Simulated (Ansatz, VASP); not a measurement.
# Two plane-wave programs on Ca

```xyz
1
Lattice="0.0000 2.7275 2.7275 2.7275 0.0000 2.7275 2.7275 2.7275 0.0000" Properties=species:S:1:pos:R:3 pbc="T T T"
Ca    0.0000    0.0000    0.0000
```

Alike in both runs: functional PBEsol; k mesh 17 × 17 × 17; no spin polarisation.

Ansatz relaxed the structure, and its values are those at the end. VASP's run is a single point on that final structure, the one shown.

|  | VASP | Ansatz |
| --- | --- | --- |
| version | VASP 6.6.1 | Ansatz 0.2.0 |
| potentials or method | VASP PAW PBE potentials, release 64 (Ca_sv) | plane-wave PAW, scalar-relativistic |
| plane-wave cutoff (eV) | 520 | 420 |
| occupations | methfessel-paxton of order 1, width 0.1 eV | cold, width 0.1 eV |
| valence electrons in the cell | 10 | 10 |

```tsv
	VASP	Ansatz	Ansatz less VASP
pressure (GPa)	0.0	0.0	-0.01
```

VASP's potentials were made for PBE, not for PBEsol.
